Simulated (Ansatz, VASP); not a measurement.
Two plane-wave programs on KMgF3

The input INCAR:

```
SYSTEM = KMgF3
PREC = Accurate ; ENCUT = 520
EDIFF = 1E-6 ; ISMEAR = 0
SIGMA = 0.05 ; LREAL = .False.
LASPH = .True. ; NELM = 80
ALGO = Normal ; ISIF = 2
LWAVE = .False. ; LCHARG = .False.
GGA = PE ; NBANDS = 24
```

The input KPOINTS:

```
Automatic mesh
0
Gamma
  6 6 6
  0 0 0
```

Contents of POSCAR:

```
KMgF3
1.0
    3.9859000000      0.0000000000      0.0000000000
    0.0000000000      3.9859000000      0.0000000000
    0.0000000000      0.0000000000      3.9859000000
K Mg F
1 1 3
Direct
    0.5000000000      0.5000000000      0.5000000000
    0.0000000000      0.0000000000      0.0000000000
    0.5000000000      0.0443505094      0.0443505094
    0.0000000000      0.5443505094      0.0443505094
    0.0000000000      0.0443505094      0.5443505094
```

Input for Ansatz:

```yaml
crystal:
  lattice:
    - [3.9859, 0.0, 0.0]
    - [0.0, 3.9859, 0.0]
    - [0.0, 0.0, 3.9859]
  atoms:
    - { symbol: K, position: [0.5, 0.5, 0.5] }
    - { symbol: Mg, position: [0.0, 0.0, 0.0] }
    - { symbol: F, position: [0.5, 0.0443505094, 0.0443505094] }
    - { symbol: F, position: [0.0, 0.5443505094, 0.0443505094] }
    - { symbol: F, position: [0.0, 0.0443505094, 0.5443505094] }
basis:
  ecutwfc: 420
kpoints:
  mp_grid: { grid: [6, 6, 6] }
hamiltonian:
  xc: pbe
scf:
  occupations: { method: gaussian, width: 0.05 }
output:
  forces: true
  stress: true
  eigenvalues: true
```

Change from the starting cell: all F atoms moved -0.250 Å, as atom 3 towards its neighbour atom 1 (K) at 2.818 Å.

Alike in both runs: task single point; functional PBE; k mesh 6 × 6 × 6; occupations gaussian, width 0.05 eV; no spin polarisation.

|  | VASP | Ansatz |
| --- | --- | --- |
| version | VASP 6.6.1 | Ansatz 0.2.0 |
| potentials or method | VASP PAW PBE potentials, release 64 (K_sv, Mg, F), cutoff 520 eV | scalar-relativistic, plane waves, PAW |
| valence electrons in the cell | 32 | 40 |

Ansatz gave:

* gap on the k mesh at the Fermi level (eV): 7.30
* least direct gap on the mesh (eV): 7.62
* pressure (GPa): 6.8
* traceless stress, the component that is largest in VASP (GPa): -3.11
* rms of the force components (eV/Å): 0.796

Problem. What did VASP give for the same quantities?

Solution. gap on the k mesh at the Fermi level (eV): 7.27; least direct gap on the mesh (eV): 7.60; pressure (GPa): 6.4; traceless stress, the component that is largest in VASP (GPa): -3.16; rms of the force components (eV/Å): 0.811.

Atom by atom the forces differ by 0.016 eV/Å (rms over components). With one functional, cell and mesh, what is left measures potentials, basis and numerics. VASP's potentials hold 32 valence electrons a cell and Ansatz's 40, so a difference there can come from the potentials and not from the codes.
